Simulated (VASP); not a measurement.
# Au (I4/mmm) in VASP: a series of runs, part 2 of 2

VASP 6.6.1. The steps go on from the part before.

### 3 Single point, PBE (strain along c alone, the other axes held: -2.0 %)

INCAR reads:

```
ALGO     = Fast           # electronic algorithm
EDIFF    = 1E-7           # SCF threshold, eV
ENCUT    = 520            # plane-wave cutoff, eV
GGA      = PE             # functional
ISIF     = 2              # what is computed and relaxed
ISMEAR   = 0              # smearing method
LASPH    = T              # aspherical terms in the spheres
LCHARG   = F              # write CHGCAR
LREAL    = F              # projectors in reciprocal space
LWAVE    = F              # write WAVECAR
NBANDS   = 18             # bands
NELM     = 60             # most SCF steps
PREC     = Accurate       # precision mode
SIGMA    = 0.1            # smearing width, eV
```

KPOINTS reads:

```
k-points
0
Gamma
  18 18 12
```

POSCAR reads:

```
Au
1.0
    2.0789480791      2.0789480791      0.0000000000
   -2.0789480791      2.0789480791      0.0000000000
    0.0000000000      0.0000000000      4.0747382351
Au
2
Direct
    0.0000000000      0.0000000000      0.0000000000
    0.5000000000      0.5000000000      0.5000000000
```

Potentials or basis: VASP PAW PBE potentials, release 64 (Au).

Started as:

```sh
$ cat potpaw_PBE.64/Au/POTCAR > POTCAR
$ mpirun -np 1 vasp_std > vasp.out
```

OUTCAR:

```text
EDIFF = 1E-7
   ENCUT = 520
   GGA = PE
   ISIF = 2
   ISMEAR = 0
   LASPH = T
   LREAL = F
   NELM = 60
   PREC = Accurate

 ion  position               nearest neighbor table
   1  0.000  0.000  0.000-   2 2.91   2 2.91   2 2.91   2 2.91   2 2.91   2 2.91   2 2.91   2 2.91

   2  0.500  0.500  0.500-   1 2.91   1 2.91   1 2.91   1 2.91   1 2.91   1 2.91   1 2.91   1 2.91

  LATTYP: Found a simple tetragonal cell.
 ALAT       =     2.9400765689
 C/A-ratio  =     1.3859292911

  Lattice vectors:

 A1 = (   2.0789480791,   2.0789480791,   0.0000000000)
 A2 = (  -2.0789480791,   2.0789480791,   0.0000000000)
 A3 = (   0.0000000000,   0.0000000000,   4.0747382351)

Analysis of symmetry for initial positions (statically):
=====================================================================
 Subroutine PRICEL returns following result:

  LATTYP: Found a body centered tetragonal cell.
 ALAT       =     2.9400765689
 C/A-ratio  =     1.3859292911

  Lattice vectors:

 A1 = (   0.0000000000,  -2.0789480791,  -2.0373691176)
 A2 = (   0.0000000000,   2.0789480791,  -2.0373691175)
 A3 = (   2.0789480791,   0.0000000000,   2.0373691176)

   2 primitive cells build up your supercell.

 Routine SETGRP: Setting up the symmetry group for a
 simple tetragonal supercell.

 Subroutine GETGRP returns: Found 16 space group operations
 (whereof 16 operations were pure point group operations)
 out of a pool of 16 trial point group operations.

The static configuration has the point symmetry D_4h.

Analysis of symmetry for dynamics (positions and initial velocities):
=====================================================================
 Subroutine PRICEL returns following result:

  LATTYP: Found a body centered tetragonal cell.
 ALAT       =     2.9400765689
[... 123 lines left out ...]
   POTIM  = 0.5000    time-step for ionic-motion
   TEBEG  =    0.0;   TEEND  =   0.0 temperature during run
   PSTRESS=    0.0 pullay stress
   NELECT =      22.0000    total number of electrons
   NUPDOWN=      -1.0000    fix difference up-down
   EMIN   =  10.00;   EMAX   =-10.00  energy-range for DOS
   EFERMI =   0.00;   METHOD = LEGACY
   ISMEAR =     0;   SIGMA  =   0.10  broadening in eV -4-tet -1-fermi 0-gaus
   EFERMI_NEDOS =   21; number of points for ismear=-14 and -15
   IALGO  =     68    algorithm
   IMIX   =      4    mixing-type and parameters
     AMIX     =   0.40;   BMIX     =  1.00
     AMIX_MAG =   1.60;   BMIX_MAG =  1.00
  volume/ion in A,a.u.               =      17.61       118.85
  Fermi-wavevector in a.u.,A,eV,Ry     =   1.399405  2.644492 26.644753  1.958334
  Thomas-Fermi vector in A             =   2.522468
   LORBIT       =      0    0 simple, 1 ext, 2 COOP (PROOUT), +10 PAW based schemes
   GGA     = PE    functional components
   LHFCALC =     F    Hartree Fock is set to
   AEXX    =    0.0000 exact exchange contribution
   IVDW    =     0    specifies the selected vdW correction
   LEPSILON=     F    determine dielectric tensor
   LRPA    =     F    only Hartree local field effects (RPA)
 non-spin polarized calculation
 RMM-DIIS sequential band-by-band and
 Gauss-broadening in eV      SIGMA  =   0.10
  energy-cutoff  :      520.00
  volume of cell :       35.22
 maximum number of plane-waves:       967
 NGX is ok and might be reduce to    24
   NGX = 11   NGY = 11   NGZ = 15

 number of electron      21.9999992 magnetization

 Free energy of the ion-electron system (eV)
  ---------------------------------------------------
  ext. energy  EPLUGINS =         0.00000000
  ---------------------------------------------------
  free energy    TOTEN  =        -6.43632384 eV

  energy without entropy =       -6.43296452  energy(sigma->0) =       -6.43464418

 E-fermi :   8.9579     XC(G=0): -12.5206

 val. band max:        8.9570171193   @ k =   0.2222   0.1111   0.3333
 cond. band min:       8.9754949613   @ k =   0.3333   0.1111   0.4167
 fundamental gap:      0.0184778420
 Fermi energy:         8.9579498874

 k-point     1 :       0.0000    0.0000    0.0000
  band No.  band energies     occupation
      1      -0.5770      2.00000
      2       2.1900      2.00000
      3       2.4738      2.00000
      4       4.3608      2.00000
      5       4.3608      2.00000
      6       4.5300      2.00000
[... 481 lines left out ...]
      5       4.3414      2.00000
      6       4.6297      2.00000
[... 10 lines left out ...]
     17      22.7483      0.00000
     18      25.6860      0.00000

 [... further k-points ...]
[... 5 lines left out ...]
  --------------------------------------------------------------------------------------
  -------------------------------------------------------------------------------------
  Total        0.6126771      0.6126771      0.6412066      0.0000000      0.0000000     -0.0000000
  in kB       27.8692479     27.8692479     29.1669873      0.0000000      0.0000000     -0.0000000
  external PRESSURE =      28.3018277 kB  Pullay stress =       0.0000000 kB

 VOLUME and BASIS-vectors are now :
 -----------------------------------------------------------------------------
  energy-cutoff  :      520.00
  volume of cell :       35.22
      direct lattice vectors                 reciprocal lattice vectors
     2.078948079  2.078948079  0.000000000     0.240506247  0.240506247  0.000000000
    -2.078948079  2.078948079  0.000000000    -0.240506247  0.240506247  0.000000000
     0.000000000  0.000000000  4.074738235     0.000000000  0.000000000  0.245414538

 POSITION                                       TOTAL-FORCE (eV/Angst)
 -----------------------------------------------------------------------------------
      0.00000      0.00000      0.00000        -0.000000     -0.000000     -0.000000
      0.00000      2.07895      2.03737         0.000000      0.000000      0.000000
 -----------------------------------------------------------------------------------
    total drift:                               -0.000000      0.000000     -0.000000

  FREE ENERGIE OF THE ION-ELECTRON SYSTEM (eV)
  ---------------------------------------------------
  free  energy   TOTEN  =        -6.4363238409 eV

  energy  without entropy=       -6.4329645151  energy(sigma->0) =       -6.43464418
```

It took 63 s on 1 thread of Intel Xeon 6975P-C (Granite Rapids), shared host; peak memory 0.3 GiB.

What came out:

```
Free energy            : -6.4363 eV
Pressure               : 2.8 GPa
Band gap on the k mesh : zero (bands 11 and 12 overlap by 7.05 eV)
```

Caveat: the cell differs from its parent crystal (strain along c alone, the other axes held: -2.0 %); spin-orbit coupling is left out, which moves the levels of the heavy elements.

### 4 Single point, PBE (strain along c alone, the other axes held: -1.0 %)

INCAR reads:

```
SYSTEM = Au
ALGO = Fast
EDIFF = 1E-6
ENCUT = 520
GGA = PE
ISIF = 2
ISMEAR = 0
LASPH = .True.
LCHARG = .False.
LREAL = .False.
LWAVE = .False.
NBANDS = 18
NELM = 60
PREC = Accurate
SIGMA = 0.1
```

KPOINTS reads:

```
k-points
0
Gamma
  18 18 12
  0 0 0
```

POSCAR, as its differences from that of step 3:

```diff
@@ -4,3 +4,3 @@
    -2.0789480791      2.0789480791      0.0000000000
-    0.0000000000      0.0000000000      4.0747382351
+    0.0000000000      0.0000000000      4.1163171967
 Au
```

Potentials or basis: VASP PAW PBE potentials, release 64 (Au).

Started as:

```sh
$ cat potpaw_PBE.64/Au/POTCAR > POTCAR
$ mpirun -np 1 vasp_std > vasp.out
```

OUTCAR:

```text
SYSTEM = Au
   EDIFF = 1E-6
   ENCUT = 520
   GGA = PE
   ISIF = 2
   ISMEAR = 0
   LASPH = .True.
   LREAL = .False.
   NELM = 60
   PREC = Accurate

 ion  position               nearest neighbor table
   1  0.000  0.000  0.000-   2 2.93   2 2.93   2 2.93   2 2.93   2 2.93   2 2.93   2 2.93   2 2.93

   2  0.500  0.500  0.500-   1 2.93   1 2.93   1 2.93   1 2.93   1 2.93   1 2.93   1 2.93   1 2.93

  LATTYP: Found a simple tetragonal cell.
 ALAT       =     2.9400765689
 C/A-ratio  =     1.4000714268

  Lattice vectors:

[... 714 lines left out ...]

  FORCE on cell =-STRESS in cart. coord.  units (eV):
  Direction    XX          YY          ZZ          XY          YZ          ZX
  --------------------------------------------------------------------------------------
  -------------------------------------------------------------------------------------
  Total        0.2945553      0.2945553      0.2779367      0.0000000     -0.0000000     -0.0000000
  in kB       13.2632895     13.2632895     12.5149878      0.0000000     -0.0000000     -0.0000000
  external PRESSURE =      13.0138556 kB  Pullay stress =       0.0000000 kB

 VOLUME and BASIS-vectors are now :
 -----------------------------------------------------------------------------
  energy-cutoff  :      520.00
  volume of cell :       35.58
      direct lattice vectors                 reciprocal lattice vectors
     2.078948079  2.078948079  0.000000000     0.240506247  0.240506247  0.000000000
    -2.078948079  2.078948079  0.000000000    -0.240506247  0.240506247  0.000000000
     0.000000000  0.000000000  4.116317197     0.000000000  0.000000000  0.242935603

 POSITION                                       TOTAL-FORCE (eV/Angst)
 -----------------------------------------------------------------------------------
      0.00000      0.00000      0.00000        -0.000000      0.000000      0.000000
      0.00000      2.07895      2.05816         0.000000     -0.000000     -0.000000
 -----------------------------------------------------------------------------------
    total drift:                               -0.000000      0.000000     -0.000000

  FREE ENERGIE OF THE ION-ELECTRON SYSTEM (eV)
  ---------------------------------------------------
  free  energy   TOTEN  =        -6.4411004279 eV

  energy  without entropy=       -6.4377389393  energy(sigma->0) =       -6.43941968
```

OSZICAR:

```text
N       E                     dE             d eps       ncg     rms          rms(c)
DAV:   1     0.123040545057E+03    0.12304E+03   -0.11522E+04 14276   0.116E+03
DAV:   2    -0.491360452790E+01   -0.12795E+03   -0.12177E+03 14758   0.257E+02
DAV:   3    -0.695942286790E+01   -0.20458E+01   -0.20353E+01 16234   0.329E+01
DAV:   4    -0.696856943526E+01   -0.91466E-02   -0.91456E-02 15130   0.235E+00
DAV:   5    -0.696865499515E+01   -0.85560E-04   -0.85559E-04 15434   0.239E-01    0.116E+01
RMM:   6    -0.647572995872E+01    0.49293E+00   -0.87682E-01 13866   0.702E+00    0.749E+00
RMM:   7    -0.644490385548E+01    0.30826E-01   -0.11378E-01 14285   0.274E+00    0.344E+00
RMM:   8    -0.644120164794E+01    0.37022E-02   -0.12144E-02 14422   0.810E-01    0.488E-01
RMM:   9    -0.644108951802E+01    0.11213E-03   -0.95104E-04 15073   0.237E-01    0.156E-01
RMM:  10    -0.644109939958E+01   -0.98816E-05   -0.13037E-04 15081   0.770E-02    0.107E-01
RMM:  11    -0.644110021780E+01   -0.81823E-06   -0.27356E-05 15090   0.337E-02    0.155E-02
RMM:  12    -0.644110042794E+01   -0.21013E-06   -0.29103E-06 12116   0.109E-02
   1 F= -.64411004E+01 E0= -.64394197E+01  d E =-.336149E-02
```

It took 59 s on 1 thread of Intel Xeon 6975P-C (Granite Rapids), shared host; peak memory 0.3 GiB.

What came out:

```
Free energy            : -6.4411 eV
Pressure               : 1.3 GPa
Band gap on the k mesh : zero (bands 11 and 12 overlap by 7.04 eV)
```

Levels at points of the mesh, in eV from the Fermi level:
```csv
k point,band 9,band 10,band 11,band 12,band 13,band 14
"(0.00, 0.00, 0.00)",-2.01,-1.66,-1.66,1.24,5.57,9.76
"(0.50, 0.00, 0.00)",-3.10,-3.10,-0.39,-0.39,8.41,8.41
"(0.50, 0.50, 0.00)",-1.64,-1.64,1.08,1.08,5.35,5.35
"(0.00, 0.00, 0.50)",-3.35,-3.35,-2.59,-2.59,14.40,14.40
"(0.50, 0.00, 0.50)",-1.94,-1.94,-0.77,-0.77,2.83,2.83
"(0.50, 0.50, 0.50)",-1.70,-1.70,4.39,4.39,6.17,6.17
```

Caveat: the cell differs from its parent crystal (strain along c alone, the other axes held: -1.0 %); spin-orbit coupling is left out, which moves the levels of the heavy elements.

### 5 Single point, PBE (strain along c alone, the other axes held: +1.0 %)

INCAR reads:

```
  ALGO = Fast
  EDIFF = 1E-6
  ENCUT = 520
  GGA = PE
  ISIF = 2
  ISMEAR = 0
  LASPH = T
  LCHARG = F
  LREAL = F
  LWAVE = F
  NBANDS = 18
  NELM = 60
  PREC = Accurate
  SIGMA = 0.1
```

KPOINTS reads:

```
k-points
0
Gamma
  18 18 12
```

POSCAR, as its differences from that of step 4:

```diff
@@ -4,3 +4,3 @@
    -2.0789480791      2.0789480791      0.0000000000
-    0.0000000000      0.0000000000      4.1163171967
+    0.0000000000      0.0000000000      4.1994751199
 Au
```

Started as:

```sh
$ cat potpaw_PBE.64/Au/POTCAR > POTCAR
$ mpirun -np 1 vasp_std > vasp.out
```

Run time: 58 s. Hardware: 1 thread of Intel Xeon 6975P-C (Granite Rapids), shared host; peak memory 0.31 GiB.

Results (log left out):

```
Free energy            : -6.4399 eV
Pressure               : -1.5 GPa
Band gap on the k mesh : zero (bands 11 and 12 overlap by 7.01 eV)
```

Stress tensor (GPa, compression positive):
```
-1.32  0.00  0.00
 0.00 -1.32  0.00
 0.00  0.00 -1.78
```

Levels at points of the mesh, in eV from the Fermi level:
| k point | band 9 | band 10 | band 11 | band 12 | band 13 | band 14 |
| --- | --- | --- | --- | --- | --- | --- |
| (0.00, 0.00, 0.00) | -1.97 | -1.65 | -1.65 | 1.10 | 5.14 | 9.95 |
| (0.50, 0.00, 0.00) | -2.99 | -2.99 | -0.29 | -0.29 | 8.06 | 8.06 |
| (0.50, 0.50, 0.00) | -1.61 | -1.61 | 1.26 | 1.26 | 5.36 | 5.36 |
| (0.00, 0.00, 0.50) | -3.23 | -3.23 | -2.49 | -2.49 | 14.35 | 14.35 |
| (0.50, 0.00, 0.50) | -1.92 | -1.92 | -0.66 | -0.66 | 2.75 | 2.75 |
| (0.50, 0.50, 0.50) | -1.61 | -1.61 | 4.48 | 4.48 | 6.09 | 6.09 |

Caveat: the cell differs from its parent crystal (strain along c alone, the other axes held: +1.0 %); spin-orbit coupling is left out, which moves the levels of the heavy elements.

### 6 Single point, PBE (strain along c alone, the other axes held: +2.0 %)

INCAR reads:

```
PREC = Accurate
ENCUT = 520
EDIFF = 1E-6
ISMEAR = 0
SIGMA = 0.1
LREAL = False
LASPH = True
NELM = 60
ALGO = Fast
ISIF = 2
LWAVE = False
LCHARG = False
GGA = PE
NBANDS = 18
```

KPOINTS reads:

```
regular mesh
0
Gamma
  18 18 12
```

POSCAR, as its differences from that of step 5:

```diff
@@ -4,3 +4,3 @@
    -2.0789480791      2.0789480791      0.0000000000
-    0.0000000000      0.0000000000      4.1994751199
+    0.0000000000      0.0000000000      4.2410540815
 Au
```

Potentials or basis: VASP PAW PBE potentials, release 64 (Au).

Started as:

```sh
$ cat potpaw_PBE.64/Au/POTCAR > POTCAR
$ mpirun -np 1 vasp_std > vasp.out
```

It took 55 s on 1 thread of Intel Xeon 6975P-C (Granite Rapids), shared host; peak memory 0.31 GiB.

The run converged. Its results:

| Quantity | Value |
| --- | --- |
| Free energy | -6.4345 eV |
| Pressure | -2.7 GPa |
| Band gap on the k mesh | zero (bands 11 and 12 overlap by 7.00 eV) |

Stress tensor (GPa, compression positive):
```
-2.49  0.00  0.00
 0.00 -2.49  0.00
 0.00  0.00 -3.14
```

Levels at points of the mesh, in eV from the Fermi level:
| k point | band 8 | band 9 | band 10 | band 11 | band 12 | band 13 | band 14 | band 15 |
| --- | --- | --- | --- | --- | --- | --- | --- | --- |
| (0.00, 0.00, 0.00) | -2.90 | -1.96 | -1.65 | -1.65 | 1.02 | 4.93 | 10.03 | 10.03 |
| (0.50, 0.00, 0.00) | -3.47 | -2.95 | -2.95 | -0.25 | -0.25 | 7.89 | 7.89 | 9.60 |
| (0.50, 0.50, 0.00) | -1.70 | -1.58 | -1.58 | 1.34 | 1.34 | 5.36 | 5.36 | 9.69 |
| (0.00, 0.00, 0.50) | -3.18 | -3.18 | -3.18 | -2.45 | -2.45 | 14.32 | 14.32 | 14.32 |
| (0.50, 0.00, 0.50) | -1.96 | -1.89 | -1.89 | -0.61 | -0.61 | 2.71 | 2.71 | 14.02 |
| (0.50, 0.50, 0.50) | -3.11 | -1.57 | -1.57 | 4.51 | 4.51 | 6.05 | 6.05 | 6.05 |

Caveat: the cell differs from its parent crystal (strain along c alone, the other axes held: +2.0 %); spin-orbit coupling is left out, which moves the levels of the heavy elements.

### 7 Single point, PBE (strain along c alone, the other axes held: +3.0 %)

INCAR reads:

```
  ALGO = Fast
  EDIFF = 1E-6
  ENCUT = 520
  GGA = PE
  ISIF = 2
  ISMEAR = 0
  LASPH = True
  LCHARG = True
  LELF = True
  LREAL = False
  LVHAR = True
  LWAVE = False
  NBANDS = 18
  NELM = 100
  PREC = Accurate
  SIGMA = 0.1
```

KPOINTS reads:

```
k-points
0
Gamma
  18 18 12
```

POSCAR, as its differences from that of step 6:

```diff
@@ -4,3 +4,3 @@
    -2.0789480791      2.0789480791      0.0000000000
-    0.0000000000      0.0000000000      4.2410540815
+    0.0000000000      0.0000000000      4.2826330430
 Au
```

Started as:

```sh
$ cat potpaw_PBE.64/Au/POTCAR > POTCAR
$ mpirun -np 1 vasp_std > vasp.out
```

It took 64 s on 1 thread of Intel Xeon 6975P-C (Granite Rapids), shared host; peak memory 0.31 GiB.

The run converged. Its results:

- Free energy: -6.4261 eV
- Pressure: -3.9 GPa
- Band gap on the k mesh: zero (bands 11 and 12 overlap by 6.99 eV)

Stress tensor (GPa, compression positive):
```
-3.58  0.00  0.00
 0.00 -3.58  0.00
 0.00  0.00 -4.42
```

Levels at points of the mesh, in eV from the Fermi level:
| k point | band 7 | band 8 | band 9 | band 10 | band 11 | band 12 | band 13 | band 14 | band 15 | band 16 |
| --- | --- | --- | --- | --- | --- | --- | --- | --- | --- | --- |
| (0.00, 0.00, 0.00) | -3.09 | -2.83 | -1.95 | -1.66 | -1.66 | 0.95 | 4.72 | 10.12 | 10.12 | 14.62 |
| (0.50, 0.00, 0.00) | -3.43 | -3.43 | -2.90 | -2.90 | -0.21 | -0.21 | 7.72 | 7.72 | 9.46 | 9.46 |
| (0.50, 0.50, 0.00) | -1.73 | -1.73 | -1.54 | -1.54 | 1.42 | 1.42 | 5.36 | 5.36 | 9.61 | 9.61 |
| (0.00, 0.00, 0.50) | -3.13 | -3.13 | -3.13 | -3.13 | -2.41 | -2.41 | 14.30 | 14.30 | 14.30 | 14.30 |
| (0.50, 0.00, 0.50) | -1.97 | -1.97 | -1.87 | -1.87 | -0.57 | -0.57 | 2.66 | 2.66 | 13.99 | 13.99 |
| (0.50, 0.50, 0.50) | -3.08 | -3.08 | -1.54 | -1.54 | 4.54 | 4.54 | 6.01 | 6.01 | 6.01 | 6.01 |

Caveat: the cell differs from its parent crystal (strain along c alone, the other axes held: +3.0 %); the cell stands under tension; spin-orbit coupling is left out, which moves the levels of the heavy elements.

### 8 Summary

| cell | further INCAR settings | gap on the mesh (eV) | pressure (GPa) |
| --- | --- | --- | --- |
| a = 2.940, b = 2.940, c = 4.033 Å, 2 atoms | ALGO = Fast; EDIFF = 1e-06; NBANDS = 18 | none | 4.5 |
| a = 2.940, b = 2.940, c = 4.075 Å, 2 atoms | ALGO = Fast; EDIFF = 1e-07; NBANDS = 18 | none | 2.8 |
| a = 2.940, b = 2.940, c = 4.116 Å, 2 atoms | ALGO = Fast; EDIFF = 1e-06; NBANDS = 18 | none | 1.3 |
| a = 2.940, b = 2.940, c = 4.199 Å, 2 atoms | ALGO = Fast; EDIFF = 1e-06; NBANDS = 18 | none | -1.5 |
| a = 2.940, b = 2.940, c = 4.241 Å, 2 atoms | ALGO = Fast; EDIFF = 1e-06; NBANDS = 18 | none | -2.7 |
| a = 2.940, b = 2.940, c = 4.283 Å, 2 atoms | ALGO = Fast; EDIFF = 1e-06; NBANDS = 18 | none | -3.9 |

Alike in all rows: task single point; level PBE; potentials or basis VASP PAW PBE potentials, release 64 (Au); no spin polarisation; k mesh 18 × 18 × 12; cutoff (eV) 520; smearing gaussian 0.1 eV.

Caveats: spin-orbit coupling is left out, which moves the levels of the heavy elements; the cell stands under pressure (at least some runs); the cell stands under tension (at least some runs).

Total energies depend on the potentials used, so only differences within one code and one set of settings carry meaning.
